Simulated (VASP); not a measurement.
Wanted: the native input for a VASP 6.6.1 run.

```yaml
Task: single point
Functional: r2SCAN
Potentials_or_basis: VASP PAW PBE potentials, release 64 (Cu, Al)
Cutoff: 520 eV
k_mesh: 7 × 7 × 7
Occupations: fermi-dirac, width 0.05 eV
Spin: no spin polarisation
Dipole_correction: no
Further_INCAR_settings: ALGO = Normal; EDIFF = 1e-07; NBANDS = 26
```

The system is Al2Cu (Khatyrkite).

```
CELL_PARAMETERS angstrom
-3.05359 3.05359 2.45465
3.05359 -3.05359 2.45465
3.05359 3.05359 -2.45465
ATOMIC_POSITIONS crystal
Cu 0.25000 0.25000 0.00000
Cu 0.75000 0.75000 0.00000
Al 0.34190 0.15810 0.50000
Al 0.84190 0.34190 0.18380
Al 0.65810 0.84190 0.50000
Al 0.15810 0.65810 0.81620
```

The input as run:

POSCAR

```
Al2Cu
1.0
   -3.0535899895      3.0535899895      2.4546494773
    3.0535899895     -3.0535899895      2.4546494773
    3.0535899895      3.0535899895     -2.4546494773
Cu Al
2 4
Direct
    0.2500000000      0.2500000000      0.0000000000
    0.7500000000      0.7500000000      0.0000000000
    0.3419000000      0.1581000000      0.5000000000
    0.8419000000      0.3419000000      0.1838000000
    0.6581000000      0.8419000000      0.5000000000
    0.1581000000      0.6581000000      0.8162000000
```

INCAR.step1

```
SYSTEM = Al2Cu
ALGO     = Normal         ! electronic algorithm
EDIFF    = 1E-4           ! SCF threshold, eV
ENCUT    = 520            ! plane-wave cutoff, eV
GGA      = PE             ! functional
ISMEAR   = -1             ! smearing method
LASPH    = .True.         ! aspherical terms in the spheres
LCHARG   = .False.        ! write CHGCAR
LREAL    = .False.        ! projectors in reciprocal space
LWAVE    = .True.         ! write WAVECAR
NBANDS   = 26             ! bands
NELM     = 80             ! most SCF steps
PREC     = Accurate       ! precision mode
SIGMA    = 0.05           ! smearing width, eV
```

INCAR.step2

```
SYSTEM = Al2Cu
ALGO     = Normal         ! electronic algorithm
EDIFF    = 1E-7           ! SCF threshold, eV
ENCUT    = 520            ! plane-wave cutoff, eV
ISIF     = 2              ! what is computed and relaxed
ISMEAR   = -1             ! smearing method
ISTART   = 1            
LASPH    = .True.         ! aspherical terms in the spheres
LCHARG   = .False.        ! write CHGCAR
LMIXTAU  = .True.       
LREAL    = .False.        ! projectors in reciprocal space
LWAVE    = .False.        ! write WAVECAR
METAGGA  = R2SCAN         ! meta-GGA
NBANDS   = 26             ! bands
NELM     = 80             ! most SCF steps
PREC     = Accurate       ! precision mode
SIGMA    = 0.05           ! smearing width, eV
```

KPOINTS

```
k-points
0
Gamma
  7 7 7
  0 0 0
```

Potentials or basis: VASP PAW PBE potentials, release 64 (Cu, Al).

Launch:

```console
$ cat potpaw_PBE.64/Cu/POTCAR potpaw_PBE.64/Al/POTCAR > POTCAR
$ cp INCAR.step1 INCAR
$ mpirun -np 1 vasp_std > vasp.out
$ cp INCAR.step2 INCAR
$ mpirun -np 1 vasp_std > vasp.out
```

Results of the run:

```json
{"Pressure": "-5.8 GPa", "Largest force": "0.089 eV/Å", "Band gap on the k mesh": "zero (band 17 reaches 9.80 eV, above the bottom of band 18 at 5.98 eV)"}
```

Caveat: the PAW data sets were made with another functional, which shifts forces and pressure a little.

Run time: 5 min on 1 thread of Intel(R) Xeon(R) 6975P-C (Granite Rapids), with other jobs on the host, peak memory 0.3 GiB.
